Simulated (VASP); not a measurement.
Set up this calculation in VASP 6.6.1, as the native input.

* Task: single point
* Functional: PBE
* Potentials or basis: VASP PAW PBE potentials, release 64 (Co)
* Cutoff: 520 eV
* k mesh: 7 × 10 × 13
* Occupations: fermi-dirac, width 0.05 eV
* Spin: collinear spin, antiferromagnetic start
* Starting moments: [3.0, -3.0] μB
* Hubbard terms: Co d U = 2.6 eV
* Dipole correction: no
* Further INCAR settings: ALGO = Normal; EDIFF = 1e-07; NBANDS = 20; ISYM = 0

The structure of Co lies in POSCAR:

```
Co
1.0
   -1.8010000000     -1.8010000000     -3.6020000000
    1.8010000000     -1.8010000000      0.0000000000
   -1.8010000000     -1.8010000000      0.0000000000
Co
2
Direct
    0.0000000000      0.0000000000      0.0000000000
    0.5000000000      0.5000000000      0.0000000000
```

The input as run:

INCAR

```
SYSTEM = Co
PREC = Accurate ; ENCUT = 520
EDIFF = 1E-7 ; ISMEAR = -1
SIGMA = 0.05 ; LREAL = .FALSE.
LASPH = .TRUE. ; NELM = 150
ALGO = Normal ; ISIF = 2
LWAVE = .FALSE. ; LCHARG = .FALSE.
ISPIN = 2 ; MAGMOM = 3 -3
LORBIT = 11 ; LMAXMIX = 4
LDAU = .TRUE. ; LDAUTYPE = 2
LDAUL = 2 ; LDAUU = 2.6
LDAUJ = 0 ; LDAUPRINT = 1
GGA = PE ; ISYM = 0
NBANDS = 20
```

KPOINTS

```
Automatic mesh
0
G
  7 10 13
  0 0 0
```

Potentials or basis: VASP PAW PBE potentials, release 64 (Co).

Command:

```bash
$ cat potpaw_PBE.64/Co/POTCAR > POTCAR
$ mpirun -np 1 vasp_std > vasp.out
```

It gave:

```yaml
Pressure: -0.1 GPa
Band_gap_on_the_k_mesh: zero (filled and empty bands overlap)
Net_moment: 0.00 μB per cell
Site_moments: Co +1.90, -1.90 μB
Valence_electrons_inside_the_program's_atomic_spheres: Co 8.17
```

Caveat: the U is typed as a test and isn't derived for this compound.

Run time: 5.8 min on 1 thread of Intel Xeon 6975P-C, with other jobs on the host, peak memory 0.4 GiB.
